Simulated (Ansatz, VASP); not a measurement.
## BeZn2TeS2: VASP beside Ansatz

```
Be Zn Te S
1.0
     4.88746    0.00000    0.00000
     0.00000    4.88746    0.00000
     0.00000    0.00000    6.84973
Be Zn Te S
1 2 1 2
Cartesian
  2.4437 2.4437 0.0000
  2.4437 0.0000 3.2074
  0.0000 2.4437 3.6424
  0.0000 0.0000 0.0000
  2.4437 0.0000 6.2338
  0.0000 2.4437 0.6159
```

Change from the starting cell: species swapped into the Pr2FeSi2Ru type (P-4m2, No. 115).

Alike in both runs: functional PBE; k mesh 8 × 8 × 6; occupations gaussian, width 0.1 eV; no spin polarisation.

Ansatz relaxed the structure, and its values are those at the end. VASP's run is a single point on that final structure, the one shown.

```csv
,VASP,Ansatz
version,VASP 6.6.1,Ansatz 0.2.0
potentials or method,"VASP PAW PBE potentials, release 64 (Be, Zn, Te, S), cutoff 520 eV","scalar-relativistic, plane waves, PAW"
valence electrons in the cell,44,54
```

|  | VASP | Ansatz | Ansatz less VASP |
| --- | --- | --- | --- |
| gap on the k mesh at the Fermi level (eV) | none | none | - |
| pressure (GPa) | 0.0 | 0.0 | +0.03 |
| rms of the force components (eV/Å) | 0.004 | 0.000 | -0.0039 |

A gap of «none» marks a metal or a gap that the smearing closes. With one functional, cell and mesh, what is left measures potentials, basis and numerics. VASP's potentials hold 44 valence electrons a cell and Ansatz's 54, so a difference there can come from the potentials and not from the codes.

Neither program's run includes spin-orbit coupling.
